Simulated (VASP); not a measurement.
Here is a VASP 6.6.1 calculation.

The input INCAR:

```
SYSTEM = GaP
PREC = Accurate ; ENCUT = 520
EDIFF = 1E-6 ; ISMEAR = 0
SIGMA = 0.05 ; LREAL = .FALSE.
LASPH = .TRUE. ; NELM = 100
ALGO = Normal ; ISIF = 2
LWAVE = .FALSE. ; LCHARG = .FALSE.
GGA = PS ; NBANDS = 16
```

The input KPOINTS:

```
regular mesh
0
G
  8 8 8
  0 0 0
```

POSCAR

```
GaP
1.0
    0.0000000000      2.9432700000      2.5072300000
    2.9432700000      0.0000000000      2.5072300000
    2.9432700000      2.9432700000      0.0000000000
Ga P
1 1
Direct
    0.0000000000      0.0000000000      0.0000000000
    0.7500000000      0.7500000000      0.7500000000
```

Potentials or basis: VASP PAW PBE potentials, release 64 (Ga_d, P).

Launch:

```sh
$ cat potpaw_PBE.64/Ga_d/POTCAR potpaw_PBE.64/P/POTCAR > POTCAR
$ mpirun -np 1 vasp_std > vasp.out
```

Q: What does it give for the pressure?

A: -6.0 GPa.

Q: Predict the band gap on the k mesh.

A: 0.26 eV (least direct gap 0.59 eV).

Stress tensor (GPa, compression positive):
```
-8.89  0.00  0.00
 0.00 -8.89  0.00
 0.00  0.00 -0.13
```

Caveat: the cell differs from its parent crystal (strain +0.080 along x and y, -0.080 along z); the stress differs along the axes, from -9 to -0 GPa; semilocal functionals underestimate gaps, and a narrow one can read as zero; the PAW data sets were made with another functional, which shifts forces and pressure a little. A k mesh can miss the band edges.
